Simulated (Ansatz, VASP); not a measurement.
C: VASP beside Ansatz

```
CELL_PARAMETERS angstrom
2.45584 0.00000 0.00000
-1.22792 2.12682 0.00000
0.00000 0.00000 28.00000
ATOMIC_POSITIONS crystal
C 0.33333 0.66667 0.50000
C 0.66667 0.33333 0.50000
```

Alike in both runs: functional r2SCAN; k mesh 21 × 21 × 1; occupations gaussian, width 0.1 eV; no spin polarisation.

Ansatz relaxed the structure, and its values are those at the end. VASP's run is a single point on that final structure, the one shown.

|  | VASP | Ansatz |
| --- | --- | --- |
| version | VASP 6.6.1 | Ansatz 0.2.0 |
| potentials or method | VASP PAW PBE potentials, release 64 (C), cutoff 520 eV | scalar-relativistic, plane waves, PAW |
| valence electrons in the cell | 8 | 8 |

Ansatz gave:

| Quantity | Value |
| --- | --- |
| gap on the k mesh at the Fermi level (eV) | none |
| work function, face that differs most (eV) | 4.26 |

Q: Estimate VASP's values.

A: gap on the k mesh at the Fermi level (eV): none; work function, face that differs most (eV): 4.27.

VASP's potentials were made for PBE, not for r2SCAN. A gap of «none» marks a metal or a gap that the smearing closes. Ansatz's warnings: structure snapped to symmetry.
